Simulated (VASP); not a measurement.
Input of a VASP 6.6.1 run:

INCAR

```
SYSTEM = Si4O7
PREC = Accurate
ENCUT = 520
EDIFF = 1E-6
ISMEAR = 0
SIGMA = 0.05
LREAL = .FALSE.
LASPH = .TRUE.
NELM = 80
ALGO = Normal
ISIF = 2
LWAVE = .FALSE.
LCHARG = .TRUE.
GGA = CA
LELF = .TRUE.
LVHAR = .TRUE.
NBANDS = 40
```

File KPOINTS:

```
regular mesh
0
G
  6 6 6
  0 0 0
```

The input POSCAR:

```
Si4O7
1.0
    0.0000000000      4.1548619959     -2.6614337333
    0.0000000000     -4.1548619959     -2.6614337333
   -4.1548619959      0.0000000000      2.6614337333
Si O
4 7
Direct
    0.2500000000      0.7500000000      0.5000000000
    0.7500000000      0.2500000000      0.5000000000
    0.0000000000      0.0000000000      1.0000000000
    0.5000000000      0.5000000000      1.0000000000
    1.0000000000      0.3055647994      0.3055647994
    0.5555647994      0.7500000000      0.8055647994
    0.0555647994      0.2500000000      0.8055647994
    0.0000000000      0.6944352006      0.6944352006
    0.4787265262      0.1458264005      0.6245529267
    0.9444352006      0.7500000000      0.1944352006
    0.4444352006      0.2500000000      0.1944352006
```

Potentials or basis: VASP PAW LDA potentials, release 64 (Si, O).

Run with:

```sh
$ cat potpaw_LDA.64/Si/POTCAR potpaw_LDA.64/O/POTCAR > POTCAR
$ mpirun -np 1 vasp_std > vasp.out
```

Question: Predict the band gap on the k mesh.

Answer: 1.63 eV.

Question: What does it give for the pressure?

Answer: 5.6 GPa.

Question: What does it give for the largest force?

Answer: 7.161 eV/Å.

Stress tensor (GPa, compression positive):
```
 3.17 -2.11  0.00
-2.11  2.79  0.00
 0.00  0.00 10.86
```

Caveat: the cell differs from its parent crystal (atoms taken out, atom 9 moved 0.125 of the way to it and -0.125 Å across, host rigid).
